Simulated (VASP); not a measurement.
# BP (F-43m) in VASP: further runs

BP is run at these levels: r2SCAN; tasks: single point.

Everything below comes from runs of VASP 6.6.1. Logs are shortened: lines on timing, memory, paths and dates and some standing lists are left out, and cuts for length are marked.

### Step 1. The cell of the first run

Symmetry: F-43m, No. 216, cubic system. Conventional cell: a = 4.506 Å, b = 4.506 Å, c = 4.506 Å, α = 90.00°, β = 90.00°, γ = 90.00°. B (site symmetry -43m) has 4 P at 1.95 Å within 2.6 Å. Within 2.6 Å of P (site symmetry -43m) lie 4 B at 1.95 Å.

### Step 2. Single point, r2SCAN

POSCAR reads:

```
BP
1.0
    0.0000000000      2.2529598600      2.2529598600
    2.2529598600      0.0000000000      2.2529598600
    2.2529598600      2.2529598600      0.0000000000
B P
1 1
Direct
    0.0000000000      0.0000000000      0.0000000000
    0.2500000000      0.2500000000      0.2500000000
```

INCAR.step1 reads:

```
SYSTEM = BP
  PREC = Accurate
  ENCUT = 520
  ISMEAR = -1
  SIGMA = 0.02
  LREAL = .False.
  LASPH = .True.
  NELM = 100
  NBANDS = 11
  GGA = PE
  ALGO = Normal
  EDIFF = 1E-4
  LWAVE = .True.
  LCHARG = .False.
```

INCAR.step2 reads:

```
SYSTEM = BP
  PREC = Accurate
  ENCUT = 520
  EDIFF = 1E-7
  ISMEAR = -1
  SIGMA = 0.02
  LREAL = .False.
  LASPH = .True.
  NELM = 100
  ALGO = Normal
  ISIF = 2
  LWAVE = .False.
  LCHARG = .True.
  METAGGA = R2SCAN
  LMIXTAU = .True.
  LELF = .True.
  LVHAR = .True.
  NBANDS = 11
  ISTART = 1
```

KPOINTS reads:

```
Automatic mesh
0
Gamma
  10 10 10
  0 0 0
```

Potentials or basis: VASP PAW PBE potentials, release 64 (B, P).

Started as:

```bash
cat potpaw_PBE.64/B/POTCAR potpaw_PBE.64/P/POTCAR > POTCAR
cp INCAR.step1 INCAR
mpirun -np 1 vasp_std > vasp.out
cp INCAR.step2 INCAR
mpirun -np 1 vasp_std > vasp.out
```

OUTCAR:

```text
SYSTEM = BP
   PREC = Accurate
   ENCUT = 520
   EDIFF = 1E-7
   ISMEAR = -1
   LREAL = .False.
   LASPH = .True.
   NELM = 100
   ISIF = 2
   METAGGA = R2SCAN
   ISTART = 1

 ion  position               nearest neighbor table
   1  0.000  0.000  0.000-   2 1.95   2 1.95   2 1.95   2 1.95
   2  0.250  0.250  0.250-   1 1.95   1 1.95   1 1.95   1 1.95

  LATTYP: Found a face centered cubic cell.
 ALAT       =     4.5059197200

  Lattice vectors:

 A1 = (   0.0000000000,   2.2529598600,   2.2529598600)
 A2 = (   2.2529598600,   0.0000000000,   2.2529598600)
 A3 = (   2.2529598600,   2.2529598600,   0.0000000000)

Analysis of symmetry for initial positions (statically):
=====================================================================
 Subroutine PRICEL returns:
 Original cell was already a primitive cell.

 Routine SETGRP: Setting up the symmetry group for a
 face centered cubic supercell.

 Subroutine GETGRP returns: Found 24 space group operations
 (whereof 24 operations were pure point group operations)
 out of a pool of 48 trial point group operations.

The static configuration has the point symmetry T_d .

Analysis of symmetry for dynamics (positions and initial velocities):
=====================================================================
 Subroutine PRICEL returns:
 Original cell was already a primitive cell.

 Routine SETGRP: Setting up the symmetry group for a
 face centered cubic supercell.

 Subroutine GETGRP returns: Found 24 space group operations
 (whereof 24 operations were pure point group operations)
 out of a pool of 48 trial point group operations.

The dynamic configuration has the point symmetry T_d .

 Subroutine INISYM returns: Found 24 space group operations
 (whereof 24 operations are pure point group operations),
 and found     1 'primitive' translations

----------------------------------------------------------------------------------------

                                     Primitive cell

  volume of cell :      22.8713

  direct lattice vectors                    reciprocal lattice vectors
     0.000000000  2.252959860  2.252959860    -0.221930274  0.221930274  0.221930274
     2.252959860  0.000000000  2.252959860     0.221930274 -0.221930274  0.221930274
     2.252959860  2.252959860  0.000000000     0.221930274  0.221930274 -0.221930274

  length of vectors
     3.186166389  3.186166389  3.186166389     0.384394511  0.384394511  0.384394511

  position of ions in fractional coordinates (direct lattice)
     0.000000000  0.000000000  0.000000000
     0.250000000  0.250000000  0.250000000

  ion indices of the primitive-cell ions
   primitive index   ion index
                 1           1
                 2           2

----------------------------------------------------------------------------------------

 KPOINTS: Automatic mesh

Automatic generation of k-mesh.
 Grid dimensions read from file:
 generate k-points for:   10   10   10

 Generating k-lattice:

  Cartesian coordinates                     Fractional coordinates (reciprocal lattice)
    -0.022193027  0.022193027  0.022193027     0.100000000  0.000000000  0.000000000
     0.022193027 -0.022193027  0.022193027     0.000000000  0.100000000  0.000000000
     0.022193027  0.022193027 -0.022193027     0.000000000  0.000000000  0.100000000

  Length of vectors
     0.038439451  0.038439451  0.038439451

  Shift w.r.t. Gamma in fractional coordinates (k-lattice)
     0.000000000  0.000000000  0.000000000

 Subroutine IBZKPT returns following result:
 ===========================================

 Found     47 irreducible k-points:

 Following reciprocal coordinates:
            Coordinates               Weight
  0.000000  0.000000  0.000000      1.000000
  0.100000  0.000000  0.000000      8.000000
  0.200000  0.000000  0.000000      8.000000
  0.300000  0.000000  0.000000      8.000000
  0.400000  0.000000  0.000000      8.000000
  0.500000  0.000000  0.000000      4.000000
[... 16 lines left out ...]
  0.300000  0.300000  0.000000      6.000000
  0.400000  0.300000  0.000000     24.000000
 [... further k-points ...]
   k-points           NKPTS =     47   k-points in BZ     NKDIM =     47   number of bands    NBANDS=     11
   number of dos      NEDOS =    301   number of ions     NIONS =      2
   total plane-waves  NPLWV =  13824
   dimension x,y,z NGX =    24 NGY =   24 NGZ =   24
   dimension x,y,z NGXF=    48 NGYF=   48 NGZF=   48
   ions per type =               1   1
   NGX,Y,Z   is equivalent  to a cutoff of  12.52, 12.52, 12.52 a.u.
   NGXF,Y,Z  is equivalent  to a cutoff of  25.05, 25.05, 25.05 a.u.
 SYSTEM =  BP
   PREC   = accura    normal or accurate (medium, high low for compatibility)
   ISTART =      1    job   : 0-new  1-cont  2-samecut
   ICHARG =      0    charge: 1-file 2-atom 10-const
   ISPIN  =      1    spin polarized calculation?
   LNONCOLLINEAR =      F non collinear calculations
   LSORBIT =      F    spin-orbit coupling
   LASPH  =      T    aspherical Exc in radial PAW
   ENCUT  =  520.0 eV  38.22 Ry    6.18 a.u.   5.92  5.92  5.92*2*pi/ulx,y,z
   NELM   =    100;   NELMIN=  2; NELMDL=  0     # of ELM steps
   EDIFF  = 0.1E-06   stopping-criterion for ELM
   LREAL  =      F    real-space projection
   EDIFFG = 0.1E-05   stopping-criterion for IOM
   NSW    =      0    number of steps for IOM
   IBRION =     -1    ionic relax: 0-MD 1-quasi-New 2-CG
   NFREE  =      0    steps in history (QN), initial steepest desc. (CG)
   ISIF   =      2    stress and relaxation
   ISYM   =      2    0-nonsym 1-usesym 2-fastsym
   POTIM  = 0.5000    time-step for ionic-motion
   TEBEG  =    0.0;   TEEND  =   0.0 temperature during run
   PSTRESS=    0.0 pullay stress
   NELECT =       8.0000    total number of electrons
   NUPDOWN=      -1.0000    fix difference up-down
   EMIN   =  10.00;   EMAX   =-10.00  energy-range for DOS
   EFERMI =   0.00;   METHOD = LEGACY
   ISMEAR =    -1;   SIGMA  =   0.02  broadening in eV -4-tet -1-fermi 0-gaus
   EFERMI_NEDOS =   21; number of points for ismear=-14 and -15
   IALGO  =     38    algorithm
   IMIX   =      4    mixing-type and parameters
     AMIX     =   0.40;   BMIX     =  1.00
     AMIX_MAG =   1.60;   BMIX_MAG =  1.00
  volume/ion in A,a.u.               =      11.44        77.17
  Fermi-wavevector in a.u.,A,eV,Ry     =   1.153475  2.179751 18.102602  1.330504
  Thomas-Fermi vector in A             =   2.290118
   LORBIT       =      0    0 simple, 1 ext, 2 COOP (PROOUT), +10 PAW based schemes
   METAGGA = R2SCAN    functional components
   LHFCALC =     F    Hartree Fock is set to
   AEXX    =    0.0000 exact exchange contribution
   IVDW    =     0    specifies the selected vdW correction
   LEPSILON=     F    determine dielectric tensor
   LRPA    =     F    only Hartree local field effects (RPA)
 non-spin polarized calculation
  energy-cutoff  :      520.00
  volume of cell :       22.87
 maximum number of plane-waves:       636
   NGX = 11   NGY = 11   NGZ = 11

 number of electron       8.0000001 magnetization

 Free energy of the ion-electron system (eV)
  ---------------------------------------------------
  ext. energy  EPLUGINS =         0.00000000
  ---------------------------------------------------
  free energy    TOTEN  =       -17.30740077 eV

  energy without entropy =      -17.30740077  energy(sigma->0) =      -17.30740077

 E-fermi :   8.0651     XC(G=0): -11.5975

 val. band max:        7.6444053465   @ k =   0.0000   0.0000   0.0000
 cond. band min:       9.0625144151   @ k =   0.4000   0.4000   0.0000
 fundamental gap:      1.4181090686
 Fermi energy:         8.0651390103

 k-point     1 :       0.0000    0.0000    0.0000
  band No.  band energies     occupation
      1      -8.8130      2.00000
      2       7.6444      2.00000
      3       7.6444      2.00000
      4       7.6444      2.00000
      5      11.3177      0.00000
      6      11.3177      0.00000
      7      11.3177      0.00000
      8      15.9988      0.00000
      9      20.2131      0.00000
     10      20.3512      0.00000
     11      20.3512      0.00000

 k-point     2 :       0.1000    0.0000    0.0000
  band No.  band energies     occupation
      1      -8.6203      2.00000
      2       6.2581      2.00000
      3       7.3269      2.00000
      4       7.3269      2.00000
      5      11.7600      0.00000
      6      11.7600      0.00000
      7      11.8301      0.00000
      8      16.5178      0.00000
      9      19.6641      0.00000
     10      19.6641      0.00000
     11      20.8154      0.00000

 k-point     3 :       0.2000    0.0000    0.0000
  band No.  band energies     occupation
      1      -8.0494      2.00000
      2       3.7617      2.00000
      3       6.7251      2.00000
      4       6.7251      2.00000
      5      12.1189      0.00000
      6      12.5351      0.00000
      7      12.5351      0.00000
      8      17.7020      0.00000
      9      19.0585      0.00000
     10      19.0585      0.00000
     11      21.6804      0.00000

 k-point     4 :       0.3000    0.0000    0.0000
  band No.  band energies     occupation
      1      -7.1311      2.00000
      2       1.2425      2.00000
      3       6.1987      2.00000
      4       6.1987      2.00000
      5      12.0629      0.00000
      6      12.8706      0.00000
      7      12.8706      0.00000
      8      18.5878      0.00000
      9      19.7218      0.00000
     10      19.7218      0.00000
     11      21.9530      0.00000
[... 239 lines left out ...]
 k-point    22 :      -0.2000    0.2000    0.0000
  band No.  band energies     occupation
      1      -6.8185      2.00000
      2       2.0523      2.00000
      3       3.1829      2.00000
      4       6.3059      2.00000
      5      12.5440      0.00000
      6      13.3898      0.00000
      7      14.5723      0.00000
      8      16.7828      0.00000
      9      17.6422      0.00000
     10      22.3665      0.00000
     11      24.7850      0.00000

 k-point    23 :       0.3000    0.3000    0.0000
  band No.  band energies     occupation
      1      -6.5473      2.00000
      2       2.5069      2.00000
      3       4.1787      2.00000
      4       4.1787      2.00000
      5       9.3680      0.00000
      6      11.8864      0.00000
      7      17.2765      0.00000
      8      17.2765      0.00000
      9      21.9394      0.00000
     10      22.7888      0.00000
     11      25.5843      0.00000

 k-point    24 :       0.4000    0.3000    0.0000
  band No.  band energies     occupation
      1      -5.6587      2.00000
      2       1.0740      2.00000
      3       3.3048      2.00000
      4       3.8623      2.00000
      5       9.6702      0.00000
      6      11.5886      0.00000
      7      17.9356      0.00000
      8      17.9678      0.00000
      9      22.9533      0.00000
     10      23.8003      0.00000
     11      26.1164      0.00000

 [... further k-points ...]
[... 5 lines left out ...]
  --------------------------------------------------------------------------------------
  -------------------------------------------------------------------------------------
  Total        0.4350121      0.4350121      0.4350121      0.0000000      0.0000000     -0.0000000
  in kB       30.4734426     30.4734426     30.4734426      0.0000000      0.0000000     -0.0000000
  external PRESSURE =      30.4734426 kB  Pullay stress =       0.0000000 kB

 VOLUME and BASIS-vectors are now :
 -----------------------------------------------------------------------------
  energy-cutoff  :      520.00
  volume of cell :       22.87
      direct lattice vectors                 reciprocal lattice vectors
     0.000000000  2.252959860  2.252959860    -0.221930274  0.221930274  0.221930274
     2.252959860  0.000000000  2.252959860     0.221930274 -0.221930274  0.221930274
     2.252959860  2.252959860  0.000000000     0.221930274  0.221930274 -0.221930274

 POSITION                                       TOTAL-FORCE (eV/Angst)
 -----------------------------------------------------------------------------------
      0.00000      0.00000      0.00000        -0.000000     -0.000000     -0.000000
      1.12648      1.12648      1.12648         0.000000      0.000000      0.000000
 -----------------------------------------------------------------------------------
    total drift:                                0.000000      0.000000      0.000000

  FREE ENERGIE OF THE ION-ELECTRON SYSTEM (eV)
  ---------------------------------------------------
  free  energy   TOTEN  =       -17.3074007674 eV

  energy  without entropy=      -17.3074007674  energy(sigma->0) =      -17.30740077
```

Wall time 49 s (1 thread of AMD EPYC 7R43 (Zen 3), shared host); peak memory 0.11 GiB.

Results:

| Quantity | Value |
| --- | --- |
| Free energy | -17.3074 eV |
| Pressure | 3.0 GPa |
| Band gap on the k mesh | 1.42 eV, indirect (least direct gap 3.67 eV) |

Levels at points of the mesh, in eV from the valence-band top:
```tsv
k point	band 1	band 2	band 3	band 4	band 5	band 6	band 7	band 8
(0.00, 0.00, 0.00)	-16.46	0.00	0.00	0.00	3.67	3.67	3.67	8.35
(0.50, 0.00, 0.00)	-12.88	-9.66	-1.89	-1.89	4.27	5.04	5.04	11.00
(0.50, 0.50, 0.00)	-11.18	-9.24	-4.43	-4.43	1.50	1.89	13.27	13.27
```

Caveat: the PAW data sets were made with another functional, which shifts forces and pressure a little.

### Step 3. Single point, r2SCAN

This run uses another cell than the first one, of 11.67 Å³/atom, 1.020 times its volume.

POSCAR reads:

```
BP
1.0
    0.0000000000      2.2681830250      2.2681830250
    2.2681830250      0.0000000000      2.2681830250
    2.2681830250      2.2681830250      0.0000000000
B P
1 1
Direct
    0.0000000000      0.0000000000      0.0000000000
    0.2500000000      0.2500000000      0.2500000000
```

INCAR.step1 reads:

```
SYSTEM = BP
  ALGO = Normal
  EDIFF = 1E-4
  ENCUT = 520
  GGA = PE
  ISMEAR = -1
  LASPH = .TRUE.
  LCHARG = .FALSE.
  LREAL = .FALSE.
  LWAVE = .TRUE.
  NBANDS = 11
  NELM = 100
  PREC = Accurate
  SIGMA = 0.02
```

INCAR.step2 reads:

```
SYSTEM = BP
  ALGO = Normal
  EDIFF = 1E-7
  ENCUT = 520
  ISIF = 2
  ISMEAR = -1
  ISTART = 1
  LASPH = .TRUE.
  LCHARG = .FALSE.
  LMIXTAU = .TRUE.
  LREAL = .FALSE.
  LWAVE = .FALSE.
  METAGGA = R2SCAN
  NBANDS = 11
  NELM = 100
  PREC = Accurate
  SIGMA = 0.02
```

KPOINTS reads:

```
k-points
0
G
  10 10 10
  0 0 0
```

Potentials or basis: VASP PAW PBE potentials, release 64 (B, P).

Started as:

```bash
cat potpaw_PBE.64/B/POTCAR potpaw_PBE.64/P/POTCAR > POTCAR
cp INCAR.step1 INCAR
mpirun -np 1 vasp_std > vasp.out
cp INCAR.step2 INCAR
mpirun -np 1 vasp_std > vasp.out
```

Wall time 49 s (1 thread of AMD EPYC 7R43 (Zen 3), shared host); peak memory 0.11 GiB.

It converged, with:

| Property | Result |
| --- | --- |
| Free energy | -17.3113 eV |
| Pressure | -0.5 GPa |
| Band gap on the k mesh | 1.45 eV, indirect (least direct gap 3.64 eV) |

Levels at points of the mesh, in eV from the valence-band top:
| k point | band 1 | band 2 | band 3 | band 4 | band 5 | band 6 | band 7 | band 8 |
| --- | --- | --- | --- | --- | --- | --- | --- | --- |
| (0.00, 0.00, 0.00) | -16.27 | 0.00 | 0.00 | 0.00 | 3.64 | 3.64 | 3.64 | 8.03 |
| (0.50, 0.00, 0.00) | -12.77 | -9.51 | -1.87 | -1.87 | 4.14 | 5.03 | 5.03 | 10.92 |
| (0.50, 0.50, 0.00) | -11.10 | -9.13 | -4.35 | -4.35 | 1.54 | 1.91 | 13.07 | 13.07 |

Caveat: the PAW data sets were made with another functional, which shifts forces and pressure a little. A k mesh can miss the band edges.

(Part 1 of 2 ends here.)
